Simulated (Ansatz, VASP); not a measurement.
## One calculation of WS2, two programs

```xyz
6
Lattice="3.2911 -0.0002 -0.0918 -1.6458 2.7855 -0.0077 -0.3608 -0.2434 12.6558" Properties=species:S:1:pos:R:3 pbc="T T T"
W     0.0046    1.7426    2.9986
W     1.3553    0.7774    9.5935
S    -0.0446    1.7812    7.7493
S     1.4906    0.7252    1.4640
S    -0.4221    1.6689   11.0998
S     1.4699    0.9305    4.7636
```

Change from the starting cell: all atoms moved at random (sigma 0.1 Å a component), cell strained at random (sigma 0.03).

Alike in both runs: task single point; functional LDA; k mesh 12 × 12 × 4; occupations gaussian, width 0.05 eV; no spin polarisation.

```csv
,VASP,Ansatz
version,VASP 6.6.1,Ansatz 0.2.0
potentials or method,"VASP PAW LDA potentials, release 64 (W_sv, S), cutoff 520 eV","scalar-relativistic, plane waves, PAW"
valence electrons in the cell,52,52
```

|  | VASP | Ansatz | Ansatz less VASP |
| --- | --- | --- | --- |
| gap on the k mesh at the Fermi level (eV) | 0.31 | 0.30 | -0.007 |
| least direct gap on the mesh (eV) | 0.81 | 0.80 | -0.005 |
| pressure (GPa) | -14.4 | -14.7 | -0.25 |
| traceless stress, the component that is largest in VASP (GPa) | 7.31 | 7.27 | -0.046 |
| rms of the force components (eV/Å) | 1.825 | 1.824 | -0.0011 |

LDA's correlation is that of Perdew and Zunger in VASP and of Perdew and Wang (1992) in Ansatz. Atom by atom the forces differ by 0.020 eV/Å (rms over components).

Neither program's run includes spin-orbit coupling.
